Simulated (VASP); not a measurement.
# TaN (P-6m2) in VASP: further runs

The runs below take TaN through single point, with PBEsol.

Everything below comes from runs of VASP 6.6.1. Logs are shortened: lines on timing, memory, paths and dates and some standing lists are left out, and cuts for length are marked.

### Step 1. The cell of the first run

Symmetry: P-6m2, No. 187, hexagonal system. Conventional cell: a = 2.882 Å, b = 2.882 Å, c = 2.718 Å, α = 90.00°, β = 90.00°, γ = 120.00°. Ta (site symmetry -6m2) has 6 N at 2.15 Å and 8 Ta at 2.72 to 2.88 Å within 2.9 Å. N (site symmetry -6m2) has 6 Ta at 2.15 Å and 8 N at 2.72 to 2.88 Å within 2.9 Å.

### Step 2. Single point, PBEsol (9.78 Å³/atom)

The input, INCAR:

```
SYSTEM = TaN
  ALGO = Normal
  EDIFF = 1E-6
  ENCUT = 520
  GGA = PS
  ISIF = 2
  ISMEAR = 0
  LASPH = .TRUE.
  LCHARG = .FALSE.
  LREAL = .FALSE.
  LWAVE = .FALSE.
  NBANDS = 15
  NELM = 60
  PREC = Accurate
  SIGMA = 0.15
```

The input, KPOINTS:

```
k-points
0
G
  21 21 18
  0 0 0
```

The input, POSCAR:

```
TaN
1.0
    2.8821408544      0.0000000000      0.0000000000
   -1.4410704272      2.4960071972      0.0000000000
    0.0000000000      0.0000000000      2.7184352539
Ta N
1 1
Direct
    0.3333333333      0.6666666667      0.5000000000
    0.0000000000      0.0000000000      0.0000000000
```

Potentials or basis: VASP PAW PBE potentials, release 64 (Ta_pv, N).

The run is started by

```console
> cat potpaw_PBE.64/Ta_pv/POTCAR potpaw_PBE.64/N/POTCAR > POTCAR
> mpirun -np 1 vasp_std > vasp.out
```

OUTCAR:

```text
SYSTEM = TaN
   EDIFF = 1E-6
   ENCUT = 520
   GGA = PS
   ISIF = 2
   ISMEAR = 0
   LASPH = .TRUE.
   LREAL = .FALSE.
   NELM = 60
   PREC = Accurate

 ion  position               nearest neighbor table
   1  0.333  0.667  0.500-   2 2.15   2 2.15   2 2.15   2 2.15   2 2.15   2 2.15
   2  0.000  0.000  0.000-   1 2.15   1 2.15   1 2.15   1 2.15   1 2.15   1 2.15

  LATTYP: Found a hexagonal cell.
 ALAT       =     2.8821408544
 C/A-ratio  =     0.9432000000

  Lattice vectors:

 A1 = (   2.8821408544,   0.0000000000,   0.0000000000)
 A2 = (  -1.4410704272,   2.4960071972,   0.0000000000)
 A3 = (   0.0000000000,   0.0000000000,   2.7184352539)

Analysis of symmetry for initial positions (statically):
=====================================================================
 Subroutine PRICEL returns:
 Original cell was already a primitive cell.

 Routine SETGRP: Setting up the symmetry group for a
 hexagonal supercell.

 Subroutine GETGRP returns: Found 12 space group operations
 (whereof 12 operations were pure point group operations)
 out of a pool of 24 trial point group operations.

The static configuration has the point symmetry D_3h.

Analysis of symmetry for dynamics (positions and initial velocities):
=====================================================================
 Subroutine PRICEL returns:
 Original cell was already a primitive cell.

 Routine SETGRP: Setting up the symmetry group for a
 hexagonal supercell.

 Subroutine GETGRP returns: Found 12 space group operations
 (whereof 12 operations were pure point group operations)
 out of a pool of 24 trial point group operations.

The dynamic configuration has the point symmetry D_3h.

 Subroutine INISYM returns: Found 12 space group operations
 (whereof 12 operations are pure point group operations),
 and found     1 'primitive' translations

----------------------------------------------------------------------------------------

                                     Primitive cell

  volume of cell :      19.5560

  direct lattice vectors                    reciprocal lattice vectors
     2.882140854  0.000000000  0.000000000     0.346964306  0.200319935  0.000000000
    -1.441070427  2.496007197  0.000000000     0.000000000  0.400639870  0.000000000
     0.000000000  0.000000000  2.718435254     0.000000000  0.000000000  0.367858678

  length of vectors
     2.882140854  2.882140854  2.718435254     0.400639870  0.400639870  0.367858678

  position of ions in fractional coordinates (direct lattice)
     0.333333333  0.666666667  0.500000000
     0.000000000  0.000000000  0.000000000

[... 89 lines left out ...]
   EMIN   =  10.00;   EMAX   =-10.00  energy-range for DOS
   EFERMI =   0.00;   METHOD = LEGACY
   ISMEAR =     0;   SIGMA  =   0.15  broadening in eV -4-tet -1-fermi 0-gaus
   EFERMI_NEDOS =   21; number of points for ismear=-14 and -15
   IALGO  =     38    algorithm
   IMIX   =      4    mixing-type and parameters
     AMIX     =   0.40;   BMIX     =  1.00
     AMIX_MAG =   1.60;   BMIX_MAG =  1.00
  volume/ion in A,a.u.               =       9.78        65.99
  Fermi-wavevector in a.u.,A,eV,Ry     =   1.531163  2.893479 31.898325  2.344461
  Thomas-Fermi vector in A             =   2.638546
   LORBIT       =      0    0 simple, 1 ext, 2 COOP (PROOUT), +10 PAW based schemes
   GGA     = PS    functional components
   LHFCALC =     F    Hartree Fock is set to
   AEXX    =    0.0000 exact exchange contribution
   IVDW    =     0    specifies the selected vdW correction
   LEPSILON=     F    determine dielectric tensor
   LRPA    =     F    only Hartree local field effects (RPA)
 non-spin polarized calculation
 Gauss-broadening in eV      SIGMA  =   0.15
  energy-cutoff  :      520.00
  volume of cell :       19.56
 maximum number of plane-waves:       550
 NGX is ok and might be reduce to    24
   NGX = 11   NGY = 11   NGZ = 11

 number of electron      16.0000002 magnetization

 Free energy of the ion-electron system (eV)
  ---------------------------------------------------
  ext. energy  EPLUGINS =         0.00000000
  ---------------------------------------------------
  free energy    TOTEN  =       -23.54795838 eV

  energy without entropy =      -23.54664238  energy(sigma->0) =      -23.54730038

 E-fermi :   9.1592     XC(G=0): -14.0353

 val. band max:        9.1406056402   @ k =   0.0476  -0.0000   0.5000
 cond. band min:       9.1661784373   @ k =   0.3333   0.3333   0.0000
 fundamental gap:      0.0255727971
 Fermi energy:         9.1592425734

 k-point     1 :       0.0000    0.0000    0.0000
  band No.  band energies     occupation
      1     -25.2097      2.00000
      2     -25.0930      2.00000
      3     -25.0930      2.00000
      4      -9.3784      2.00000
      5       3.8019      2.00000
      6       3.8019      2.00000
      7       4.4997      2.00000
      8       6.4101      2.00000
      9      11.7595      0.00000
     10      13.4670      0.00000
     11      13.4670      0.00000
     12      13.8269      0.00000
     13      13.8269      0.00000
     14      22.7957      0.00000
[... 401 lines left out ...]
      2     -25.2758      2.00000
      3     -25.1185      2.00000
      4      -8.0674      2.00000
      5       1.6074      2.00000
      6       4.6349      2.00000
      7       4.9428      2.00000
      8       5.7205      2.00000
      9      11.5603      0.00000
     10      12.9867      0.00000
     11      13.8863      0.00000
     12      15.2516      0.00000
     13      15.3393      0.00000
     14      22.8419      0.00000
     15      23.1998      0.00000

 [... further k-points ...]

------------------------ aborting loop because EDIFF is reached ----------------------------------------

  FORCE on cell =-STRESS in cart. coord.  units (eV):
  Direction    XX          YY          ZZ          XY          YZ          ZX
  --------------------------------------------------------------------------------------
  -------------------------------------------------------------------------------------
  Total        3.3510964      3.3510964      7.7670287      0.0000000      0.0000000     -0.0000000
  in kB      274.5474907    274.5474907    636.3344932      0.0000000      0.0000000     -0.0000000
  external PRESSURE =     395.1431582 kB  Pullay stress =       0.0000000 kB

 VOLUME and BASIS-vectors are now :
 -----------------------------------------------------------------------------
  energy-cutoff  :      520.00
  volume of cell :       19.56
      direct lattice vectors                 reciprocal lattice vectors
     2.882140854  0.000000000  0.000000000     0.346964306  0.200319935  0.000000000
    -1.441070427  2.496007197  0.000000000     0.000000000  0.400639870  0.000000000
     0.000000000  0.000000000  2.718435254     0.000000000  0.000000000  0.367858678

 POSITION                                       TOTAL-FORCE (eV/Angst)
 -----------------------------------------------------------------------------------
     -0.00000      1.66400      1.35922        -0.000000      0.000000      0.000000
      0.00000      0.00000      0.00000         0.000000      0.000000      0.000000
 -----------------------------------------------------------------------------------
    total drift:                                0.000000     -0.000000     -0.000000

  FREE ENERGIE OF THE ION-ELECTRON SYSTEM (eV)
  ---------------------------------------------------
  free  energy   TOTEN  =       -23.5479583850 eV

  energy  without entropy=      -23.5466423849  energy(sigma->0) =      -23.54730038
```

OSZICAR:

```text
N       E                     dE             d eps       ncg     rms          rms(c)
DAV:   1     0.912999766373E+02    0.91300E+02   -0.88056E+03 14408   0.115E+03
DAV:   2    -0.231071544986E+02   -0.11441E+03   -0.10779E+03 17354   0.313E+02
DAV:   3    -0.258248256723E+02   -0.27177E+01   -0.27062E+01 16794   0.452E+01
DAV:   4    -0.258345879193E+02   -0.97622E-02   -0.97601E-02 18439   0.294E+00
DAV:   5    -0.258346358842E+02   -0.47965E-04   -0.47962E-04 16885   0.191E-01    0.293E+01
DAV:   6    -0.236098030517E+02    0.22248E+01   -0.33506E+00 18618   0.225E+01    0.130E+01
DAV:   7    -0.235787667342E+02    0.31036E-01   -0.55287E-01 14897   0.558E+00    0.827E+00
DAV:   8    -0.235550877027E+02    0.23679E-01   -0.95905E-02 17746   0.256E+00    0.171E+00
DAV:   9    -0.235479955266E+02    0.70922E-02   -0.12807E-02 16283   0.948E-01    0.147E-01
DAV:  10    -0.235480353665E+02   -0.39840E-04   -0.10264E-03 17186   0.375E-01    0.850E-02
DAV:  11    -0.235479581760E+02    0.77190E-04   -0.12484E-04 17081   0.119E-01    0.127E-02
DAV:  12    -0.235479584493E+02   -0.27332E-06   -0.12988E-05 15184   0.351E-02    0.694E-03
DAV:  13    -0.235479583850E+02    0.64354E-07   -0.10116E-07  7578   0.275E-03
   1 F= -.23547958E+02 E0= -.23547300E+02  d E =-.131600E-02
```

It took 1.7 min on 1 thread of Intel Xeon 8259CL, shared host; peak memory 0.26 GiB.

Results:

| Item | Value |
| --- | --- |
| Free energy | -23.5480 eV |
| Pressure | 39.5 GPa |
| Band gap on the k mesh | zero (bands 8 and 9 overlap by 0.58 eV) |

Stress tensor (GPa, compression positive):
```
27.45  0.00  0.00
 0.00 27.45  0.00
 0.00  0.00 63.63
```

Levels at points of the mesh, in eV from the Fermi level:
| k point | band 6 | band 7 | band 8 | band 9 | band 10 | band 11 |
| --- | --- | --- | --- | --- | --- | --- |
| (0.00, 0.00, 0.00) | -5.36 | -4.66 | -2.75 | 2.60 | 4.31 | 4.31 |
| (0.00, 0.00, 0.50) | -4.46 | -4.46 | -0.11 | -0.11 | 3.26 | 3.26 |

Caveat: the cell stands under pressure; the PAW data sets were made with another functional, which shifts forces and pressure a little; spin-orbit coupling is left out, which moves the levels of the heavy elements.

### Step 3. Single point, PBEsol (9.78 Å³/atom)

The input, INCAR:

```
PREC     = Accurate       # precision mode
ENCUT    = 520            # plane-wave cutoff, eV
EDIFF    = 1E-6           # SCF threshold, eV
ISMEAR   = 0              # smearing method
SIGMA    = 0.15           # smearing width, eV
LREAL    = F              # projectors in reciprocal space
LASPH    = T              # aspherical terms in the spheres
NELM     = 60             # most SCF steps
ALGO     = Normal         # electronic algorithm
ISIF     = 2              # what is computed and relaxed
LWAVE    = F              # write WAVECAR
LCHARG   = F              # write CHGCAR
GGA      = PS             # functional
NBANDS   = 15             # bands
```

The input, KPOINTS:

```
Automatic mesh
0
Gamma
  21 21 18
```

The input, POSCAR:

```
TaN
1.0
    2.7689179023      0.0000000000      0.0000000000
   -1.3844589511      2.3979532444      0.0000000000
    0.0000000000      0.0000000000      2.9452979727
Ta N
1 1
Direct
    0.3333333333      0.6666666667      0.5000000000
    0.0000000000      0.0000000000      0.0000000000
```

Potentials or basis: VASP PAW PBE potentials, release 64 (Ta_pv, N).

The run is started by

```console
> cat potpaw_PBE.64/Ta_pv/POTCAR potpaw_PBE.64/N/POTCAR > POTCAR
> mpirun -np 1 vasp_std > vasp.out
```

OUTCAR:

```text
PREC = Accurate
   ENCUT = 520
   EDIFF = 1E-6
   ISMEAR = 0
   LREAL = F
   LASPH = T
   NELM = 60
   ISIF = 2
   GGA = PS

 ion  position               nearest neighbor table
   1  0.333  0.667  0.500-   2 2.17   2 2.17   2 2.17   2 2.17   2 2.17   2 2.17
   2  0.000  0.000  0.000-   1 2.17   1 2.17   1 2.17   1 2.17   1 2.17   1 2.17

  LATTYP: Found a hexagonal cell.
 ALAT       =     2.7689179023
 C/A-ratio  =     1.0637000000

  Lattice vectors:

 A1 = (   2.7689179023,   0.0000000000,   0.0000000000)
 A2 = (  -1.3844589511,   2.3979532444,   0.0000000000)
 A3 = (   0.0000000000,   0.0000000000,   2.9452979727)

Analysis of symmetry for initial positions (statically):
=====================================================================
 Subroutine PRICEL returns:
 Original cell was already a primitive cell.

 Routine SETGRP: Setting up the symmetry group for a
 hexagonal supercell.

 Subroutine GETGRP returns: Found 12 space group operations
 (whereof 12 operations were pure point group operations)
 out of a pool of 24 trial point group operations.

The static configuration has the point symmetry D_3h.

Analysis of symmetry for dynamics (positions and initial velocities):
=====================================================================
 Subroutine PRICEL returns:
 Original cell was already a primitive cell.

 Routine SETGRP: Setting up the symmetry group for a
 hexagonal supercell.

 Subroutine GETGRP returns: Found 12 space group operations
 (whereof 12 operations were pure point group operations)
 out of a pool of 24 trial point group operations.

The dynamic configuration has the point symmetry D_3h.

 Subroutine INISYM returns: Found 12 space group operations
 (whereof 12 operations are pure point group operations),
 and found     1 'primitive' translations

----------------------------------------------------------------------------------------

[... 121 lines left out ...]
   LEPSILON=     F    determine dielectric tensor
   LRPA    =     F    only Hartree local field effects (RPA)
 non-spin polarized calculation
 Gauss-broadening in eV      SIGMA  =   0.15
  energy-cutoff  :      520.00
  volume of cell :       19.56
 maximum number of plane-waves:       551
 NGX is ok and might be reduce to    24
   NGX = 11   NGY = 11   NGZ = 11

 number of electron      16.0000003 magnetization

 Free energy of the ion-electron system (eV)
  ---------------------------------------------------
  ext. energy  EPLUGINS =         0.00000000
  ---------------------------------------------------
  free energy    TOTEN  =       -23.44558024 eV

  energy without entropy =      -23.44504685  energy(sigma->0) =      -23.44531355

 E-fermi :   9.0421     XC(G=0): -14.0550

 val. band max:        9.0296122890   @ k =   0.0476   0.0000   0.4444
 cond. band min:       9.1090043831   @ k =   0.0000   0.0000   0.3889
 fundamental gap:      0.0793920941
 Fermi energy:         9.0420926592

 k-point     1 :       0.0000    0.0000    0.0000
  band No.  band energies     occupation
      1     -25.6376      2.00000
      2     -24.9506      2.00000
      3     -24.9506      2.00000
      4      -9.2625      2.00000
      5       4.1256      2.00000
      6       4.8382      2.00000
      7       4.8382      2.00000
      8       5.6716      2.00000
      9      12.6764      0.00000
     10      12.6764      0.00000
     11      12.9007      0.00000
     12      13.5802      0.00000
     13      13.5802      0.00000
     14      22.6541      0.00000
[... 401 lines left out ...]
      2     -25.4967      2.00000
      3     -25.1951      2.00000
      4      -7.8561      2.00000
      5       2.2338      2.00000
      6       3.9996      2.00000
      7       5.5017      2.00000
      8       5.9229      2.00000
      9      10.7481      0.00000
     10      12.4096      0.00000
     11      13.7565      0.00000
     12      14.9570      0.00000
     13      16.1041      0.00000
     14      22.7608      0.00000
     15      23.3465      0.00000

 [... further k-points ...]

------------------------ aborting loop because EDIFF is reached ----------------------------------------

  FORCE on cell =-STRESS in cart. coord.  units (eV):
  Direction    XX          YY          ZZ          XY          YZ          ZX
  --------------------------------------------------------------------------------------
  -------------------------------------------------------------------------------------
  Total        6.6607577      6.6607577     -0.1446165      0.0000000      0.0000000     -0.0000000
  in kB      545.7002963    545.7002963    -11.8480916      0.0000000      0.0000000     -0.0000000
  external PRESSURE =     359.8508336 kB  Pullay stress =       0.0000000 kB

 VOLUME and BASIS-vectors are now :
 -----------------------------------------------------------------------------
  energy-cutoff  :      520.00
  volume of cell :       19.56
      direct lattice vectors                 reciprocal lattice vectors
     2.768917902  0.000000000  0.000000000     0.361151914  0.208511155  0.000000000
    -1.384458951  2.397953244  0.000000000     0.000000000  0.417022309  0.000000000
     0.000000000  0.000000000  2.945297973     0.000000000  0.000000000  0.339524221

 POSITION                                       TOTAL-FORCE (eV/Angst)
 -----------------------------------------------------------------------------------
     -0.00000      1.59864      1.47265        -0.000000      0.000000      0.000000
      0.00000      0.00000      0.00000         0.000000     -0.000000      0.000000
 -----------------------------------------------------------------------------------
    total drift:                                0.000000     -0.000000     -0.000000

  FREE ENERGIE OF THE ION-ELECTRON SYSTEM (eV)
  ---------------------------------------------------
  free  energy   TOTEN  =       -23.4455802428 eV

  energy  without entropy=      -23.4450468515  energy(sigma->0) =      -23.44531355
```

It took 1.9 min on 1 thread of Intel Xeon 8259CL, shared host; peak memory 0.26 GiB.

What came out:

| Item | Value |
| --- | --- |
| Free energy | -23.4456 eV |
| Pressure | 36.0 GPa |
| Band gap on the k mesh | zero (bands 8 and 9 overlap by 0.49 eV) |

Caveat: the cell stands under pressure; the PAW data sets were made with another functional, which shifts forces and pressure a little; spin-orbit coupling is left out, which moves the levels of the heavy elements.

[end of part 1 of 2]
